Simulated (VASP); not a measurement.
A run of VASP 6.6.1 is set up as follows.

POSCAR

```
As
1.0
    1.8798678442      1.0853422059      3.5751301463
   -1.8798678442      1.0853422059      3.5751301463
    0.0000000000     -2.1706844118      3.5751301463
As
2
Direct
    0.2259924738      0.2259924738      0.2259924738
    0.7740075262      0.7740075262      0.7740075262
```

INCAR.step1

```
SYSTEM = As
  ALGO = Normal
  EDIFF = 1E-4
  ENCUT = 520
  GGA = PE
  ISMEAR = 0
  LASPH = .True.
  LCHARG = .False.
  LREAL = .False.
  LWAVE = .True.
  NBANDS = 12
  NELM = 60
  PREC = Accurate
  SIGMA = 0.1
```

Contents of INCAR.step2:

```
SYSTEM = As
  ALGO = Normal
  BPARAM = 11.95
  CPARAM = 0.0093
  EDIFF = 1E-7
  ENCUT = 520
  ISIF = 2
  ISMEAR = 0
  ISTART = 1
  IVDW_NL = 2
  LASPH = .True.
  LCHARG = .False.
  LMIXTAU = .True.
  LREAL = .False.
  LUSE_VDW = .True.
  LWAVE = .False.
  METAGGA = R2SCAN
  NBANDS = 12
  NELM = 60
  PREC = Accurate
  SIGMA = 0.1
```

File KPOINTS:

```
k-points
0
Gamma
  15 15 15
  0 0 0
```

Potentials or basis: VASP PAW PBE potentials, release 64 (As).

The run is started by

```bash
$ cat potpaw_PBE.64/As/POTCAR > POTCAR
$ cp INCAR.step1 INCAR
$ mpirun -np 1 vasp_std > vasp.out
$ cp INCAR.step2 INCAR
$ mpirun -np 1 vasp_std > vasp.out
```

Question: Predict the largest force.

Answer: 0.062 eV/Å.

Question: What does it give for the band gap on the k mesh?

Answer: Zero (bands 5 and 6 overlap by 0.46 eV).

Question: Estimate the pressure.

Answer: 0.4 GPa.

Stress tensor (GPa, compression positive):
```
0.45 0.00 0.00
0.00 0.45 0.00
0.00 0.00 0.34
```

Caveat: the PAW data sets were made with another functional, which shifts forces and pressure a little.
